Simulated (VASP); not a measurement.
# RbBr (Fm-3m) in VASP: single point with PBE

Aim: the single point of RbBr with PBE.

All numbers are computed with VASP 6.6.1; they aren't measurements. Logs are shortened: lines on timing, memory, paths and dates and some standing lists are left out, and cuts for length are marked.

### 1 The cell of the first run

Symmetry: Fm-3m, No. 225, cubic system. Conventional cell: a = 6.912 Å, b = 6.912 Å, c = 6.912 Å, α = 90.00°, β = 90.00°, γ = 90.00°. Within 4.5 Å of Rb (site symmetry m-3m) lie 6 Br at 3.46 Å. Within 4.5 Å of Br (site symmetry m-3m) lie 6 Rb at 3.46 Å.

### 2 Single point, PBE

Input file INCAR:

```
SYSTEM = RbBr
PREC = Accurate
ENCUT = 500
EDIFF = 1E-6
ISMEAR = 0
SIGMA = 0.1
LREAL = .FALSE.
LASPH = .TRUE.
NELM = 120
ALGO = Normal
ISIF = 2
LWAVE = .FALSE.
LCHARG = .TRUE.
GGA = PE
LELF = .TRUE.
LVHAR = .TRUE.
NBANDS = 15
GGA_COMPAT = .FALSE.
```

Input file KPOINTS:

```
Automatic mesh
0
G
  4 4 4
  0 0 0
```

Input file POSCAR:

```
RbBr
1.0
    0.0000000000      3.4559502600      3.4559502600
    3.4559502600      0.0000000000      3.4559502600
    3.4559502600      3.4559502600      0.0000000000
Rb Br
1 1
Direct
    0.0000000000      0.0000000000      0.0000000000
    0.5000000000      0.5000000000      0.5000000000
```

Potentials or basis: VASP PAW PBE potentials, release 64 (Rb_sv, Br).

Command:

```bash
cat potpaw_PBE.64/Rb_sv/POTCAR potpaw_PBE.64/Br/POTCAR > POTCAR
mpirun -np 1 vasp_std > vasp.out
```

OUTCAR:

```text
SYSTEM = RbBr
   PREC = Accurate
   ENCUT = 500
   EDIFF = 1E-6
   ISMEAR = 0
   LREAL = .FALSE.
   LASPH = .TRUE.
   NELM = 120
   ISIF = 2
   GGA = PE

 ion  position               nearest neighbor table
   1  0.000  0.000  0.000-   2 3.46   2 3.46   2 3.46   2 3.46   2 3.46   2 3.46
   2  0.500  0.500  0.500-   1 3.46   1 3.46   1 3.46   1 3.46   1 3.46   1 3.46

  LATTYP: Found a face centered cubic cell.
 ALAT       =     6.9119005200

  Lattice vectors:

 A1 = (   0.0000000000,   3.4559502600,   3.4559502600)
 A2 = (   3.4559502600,   0.0000000000,   3.4559502600)
 A3 = (   3.4559502600,   3.4559502600,   0.0000000000)

Analysis of symmetry for initial positions (statically):
=====================================================================
 Subroutine PRICEL returns:
 Original cell was already a primitive cell.

 Routine SETGRP: Setting up the symmetry group for a
 face centered cubic supercell.

 Subroutine GETGRP returns: Found 48 space group operations
 (whereof 48 operations were pure point group operations)
 out of a pool of 48 trial point group operations.

The static configuration has the point symmetry O_h .

Analysis of symmetry for dynamics (positions and initial velocities):
=====================================================================
 Subroutine PRICEL returns:
 Original cell was already a primitive cell.

 Routine SETGRP: Setting up the symmetry group for a
 face centered cubic supercell.

 Subroutine GETGRP returns: Found 48 space group operations
 (whereof 48 operations were pure point group operations)
 out of a pool of 48 trial point group operations.

The dynamic configuration has the point symmetry O_h .

 Subroutine INISYM returns: Found 48 space group operations
 (whereof 48 operations are pure point group operations),
 and found     1 'primitive' translations

----------------------------------------------------------------------------------------

                                     Primitive cell

  volume of cell :      82.5529

  direct lattice vectors                    reciprocal lattice vectors
     0.000000000  3.455950260  3.455950260    -0.144678008  0.144678008  0.144678008
     3.455950260  0.000000000  3.455950260     0.144678008 -0.144678008  0.144678008
     3.455950260  3.455950260  0.000000000     0.144678008  0.144678008 -0.144678008

  length of vectors
     4.887451729  4.887451729  4.887451729     0.250589661  0.250589661  0.250589661

  position of ions in fractional coordinates (direct lattice)
     0.000000000  0.000000000  0.000000000
     0.500000000  0.500000000  0.500000000

  ion indices of the primitive-cell ions
   primitive index   ion index
                 1           1
                 2           2

----------------------------------------------------------------------------------------

 KPOINTS: Automatic mesh

Automatic generation of k-mesh.
 Grid dimensions read from file:
 generate k-points for:    4    4    4

 Generating k-lattice:

  Cartesian coordinates                     Fractional coordinates (reciprocal lattice)
    -0.036169502  0.036169502  0.036169502     0.250000000  0.000000000  0.000000000
     0.036169502 -0.036169502  0.036169502     0.000000000  0.250000000  0.000000000
     0.036169502  0.036169502 -0.036169502     0.000000000  0.000000000  0.250000000

  Length of vectors
     0.062647415  0.062647415  0.062647415

  Shift w.r.t. Gamma in fractional coordinates (k-lattice)
     0.000000000  0.000000000  0.000000000

 Subroutine IBZKPT returns following result:
 ===========================================

 Found      8 irreducible k-points:

 Following reciprocal coordinates:
            Coordinates               Weight
  0.000000  0.000000  0.000000      1.000000
  0.250000  0.000000  0.000000      8.000000
  0.500000  0.000000  0.000000      4.000000
  0.250000  0.250000  0.000000      6.000000
  0.500000  0.250000  0.000000     24.000000
 -0.250000  0.250000  0.000000     12.000000
  0.500000  0.500000  0.000000      3.000000
 -0.250000  0.500000  0.250000      6.000000
   k-points           NKPTS =      8   k-points in BZ     NKDIM =      8   number of bands    NBANDS=     15
   number of dos      NEDOS =    301   number of ions     NIONS =      2
   total plane-waves  NPLWV =  46656
   dimension x,y,z NGX =    36 NGY =   36 NGZ =   36
   dimension x,y,z NGXF=    72 NGYF=   72 NGZF=   72
   ions per type =               1   1
   NGX,Y,Z   is equivalent  to a cutoff of  12.25, 12.25, 12.25 a.u.
   NGXF,Y,Z  is equivalent  to a cutoff of  24.49, 24.49, 24.49 a.u.
 SYSTEM =  RbBr
   PREC   = accura    normal or accurate (medium, high low for compatibility)
   ISTART =      0    job   : 0-new  1-cont  2-samecut
   ICHARG =      2    charge: 1-file 2-atom 10-const
   ISPIN  =      1    spin polarized calculation?
   LNONCOLLINEAR =      F non collinear calculations
   LSORBIT =      F    spin-orbit coupling
   LASPH  =      T    aspherical Exc in radial PAW
   ENCUT  =  500.0 eV  36.75 Ry    6.06 a.u.   8.91  8.91  8.91*2*pi/ulx,y,z
   NELM   =    120;   NELMIN=  2; NELMDL= -5     # of ELM steps
   EDIFF  = 0.1E-05   stopping-criterion for ELM
   LREAL  =      F    real-space projection
   EDIFFG = 0.1E-04   stopping-criterion for IOM
   NSW    =      0    number of steps for IOM
   IBRION =     -1    ionic relax: 0-MD 1-quasi-New 2-CG
   NFREE  =      0    steps in history (QN), initial steepest desc. (CG)
   ISIF   =      2    stress and relaxation
   ISYM   =      2    0-nonsym 1-usesym 2-fastsym
   POTIM  = 0.5000    time-step for ionic-motion
   TEBEG  =    0.0;   TEEND  =   0.0 temperature during run
   PSTRESS=    0.0 pullay stress
   NELECT =      16.0000    total number of electrons
   NUPDOWN=      -1.0000    fix difference up-down
   EMIN   =  10.00;   EMAX   =-10.00  energy-range for DOS
   EFERMI =   0.00;   METHOD = LEGACY
   ISMEAR =     0;   SIGMA  =   0.10  broadening in eV -4-tet -1-fermi 0-gaus
   EFERMI_NEDOS =   21; number of points for ismear=-14 and -15
   IALGO  =     38    algorithm
   IMIX   =      4    mixing-type and parameters
     AMIX     =   0.40;   BMIX     =  1.00
     AMIX_MAG =   1.60;   BMIX_MAG =  1.00
  volume/ion in A,a.u.               =      41.28       278.55
  Fermi-wavevector in a.u.,A,eV,Ry     =   0.947409  1.790343 12.212360  0.897583
  Thomas-Fermi vector in A             =   2.075499
   LORBIT       =      0    0 simple, 1 ext, 2 COOP (PROOUT), +10 PAW based schemes
   GGA     = PE    functional components
   LHFCALC =     F    Hartree Fock is set to
   AEXX    =    0.0000 exact exchange contribution
   IVDW    =     0    specifies the selected vdW correction
   LEPSILON=     F    determine dielectric tensor
   LRPA    =     F    only Hartree local field effects (RPA)
 non-spin polarized calculation
 Gauss-broadening in eV      SIGMA  =   0.10
  energy-cutoff  :      500.00
  volume of cell :       82.55
 maximum number of plane-waves:      2120
   NGX = 17   NGY = 17   NGZ = 17

 number of electron      15.9999997 magnetization

 Free energy of the ion-electron system (eV)
  ---------------------------------------------------
  ext. energy  EPLUGINS =         0.00000000
  ---------------------------------------------------
  free energy    TOTEN  =        -6.10777591 eV

  energy without entropy =       -6.10777591  energy(sigma->0) =       -6.10777591

 E-fermi :  -1.3486     XC(G=0):  -7.1341

 val. band max:       -1.8455709813   @ k =   0.0000   0.0000   0.0000
 cond. band min:       2.4530397937   @ k =   0.0000   0.0000   0.0000
 fundamental gap:      4.2986107750
 Fermi energy:        -1.3485928275

 k-point     1 :       0.0000    0.0000    0.0000
  band No.  band energies     occupation
      1     -26.3140      2.00000
      2     -14.0017      2.00000
      3     -10.3887      2.00000
      4     -10.3887      2.00000
      5     -10.3887      2.00000
      6      -1.8456      2.00000
      7      -1.8456      2.00000
      8      -1.8456      2.00000
      9       2.4530      0.00000
     10       5.4257      0.00000
     11       5.4257      0.00000
     12       5.4257      0.00000
     13       6.2965      0.00000
     14       6.2965      0.00000
     15       9.0869      0.00000

 k-point     2 :       0.2500    0.0000    0.0000
  band No.  band energies     occupation
      1     -26.3099      2.00000
      2     -14.0203      2.00000
      3     -10.3924      2.00000
      4     -10.3924      2.00000
      5     -10.3681      2.00000
      6      -2.3819      2.00000
      7      -2.0193      2.00000
      8      -2.0193      2.00000
      9       3.6937      0.00000
     10       5.2808      0.00000
     11       6.1302      0.00000
     12       6.1302      0.00000
     13       7.1325      0.00000
     14       7.1325      0.00000
     15      10.4054      0.00000

 k-point     3 :       0.5000    0.0000    0.0000
  band No.  band energies     occupation
      1     -26.3058      2.00000
      2     -14.0386      2.00000
      3     -10.3960      2.00000
      4     -10.3960      2.00000
      5     -10.3478      2.00000
      6      -2.7925      2.00000
      7      -2.1793      2.00000
      8      -2.1793      2.00000
      9       4.9026      0.00000
     10       5.7820      0.00000
     11       7.5654      0.00000
     12       7.5654      0.00000
     13       8.2370      0.00000
     14       8.2370      0.00000
     15       8.8734      0.00000
[... 55 lines left out ...]
 k-point     7 :       0.5000    0.5000    0.0000
  band No.  band energies     occupation
      1     -26.3034      2.00000
      2     -13.9513      2.00000
      3     -10.5534      2.00000
      4     -10.4539      2.00000
      5     -10.4539      2.00000
      6      -2.3128      2.00000
      7      -2.0032      2.00000
      8      -2.0032      2.00000
      9       3.7883      0.00000
     10       5.1882      0.00000
     11       7.2287      0.00000
     12       7.3082      0.00000
     13       7.4896      0.00000
     14       8.8857      0.00000
     15       8.8857      0.00000

 k-point     8 :      -0.2500    0.5000    0.2500
  band No.  band energies     occupation
      1     -26.3033      2.00000
      2     -13.9762      2.00000
      3     -10.5036      2.00000
      4     -10.5036      2.00000
      5     -10.3730      2.00000
      6      -2.3140      2.00000
      7      -2.1877      2.00000
      8      -2.1877      2.00000
      9       5.2100      0.00000
     10       5.2100      0.00000
     11       6.3127      0.00000
     12       6.6665      0.00000
     13       8.9256      0.00000
     14       8.9532      0.00000
     15       9.0286      0.00000

------------------------ aborting loop because EDIFF is reached ----------------------------------------

  FORCE on cell =-STRESS in cart. coord.  units (eV):
  Direction    XX          YY          ZZ          XY          YZ          ZX
  --------------------------------------------------------------------------------------
  -------------------------------------------------------------------------------------
  Total        0.3222231      0.3222231      0.3222231     -0.0000000      0.0000000     -0.0000000
  in kB        6.2536675      6.2536675      6.2536675     -0.0000000      0.0000000     -0.0000000
  external PRESSURE =       6.2536675 kB  Pullay stress =       0.0000000 kB

 VOLUME and BASIS-vectors are now :
 -----------------------------------------------------------------------------
  energy-cutoff  :      500.00
  volume of cell :       82.55
      direct lattice vectors                 reciprocal lattice vectors
     0.000000000  3.455950260  3.455950260    -0.144678008  0.144678008  0.144678008
     3.455950260  0.000000000  3.455950260     0.144678008 -0.144678008  0.144678008
     3.455950260  3.455950260  0.000000000     0.144678008  0.144678008 -0.144678008

 POSITION                                       TOTAL-FORCE (eV/Angst)
 -----------------------------------------------------------------------------------
      0.00000      0.00000      0.00000         0.000000     -0.000000      0.000000
      3.45595      3.45595      3.45595        -0.000000      0.000000     -0.000000
 -----------------------------------------------------------------------------------
    total drift:                                0.000000      0.000000      0.000000

  FREE ENERGIE OF THE ION-ELECTRON SYSTEM (eV)
  ---------------------------------------------------
  free  energy   TOTEN  =        -6.1077759050 eV

  energy  without entropy=       -6.1077759050  energy(sigma->0) =       -6.10777591
```

Run time: 10 s. Hardware: 1 thread of AMD EPYC 7R13 (Zen 3), shared host; peak memory 0.17 GiB.

What came out:

* Free energy: -6.1078 eV
* Pressure: 0.6 GPa
* Band gap on the k mesh: 4.30 eV
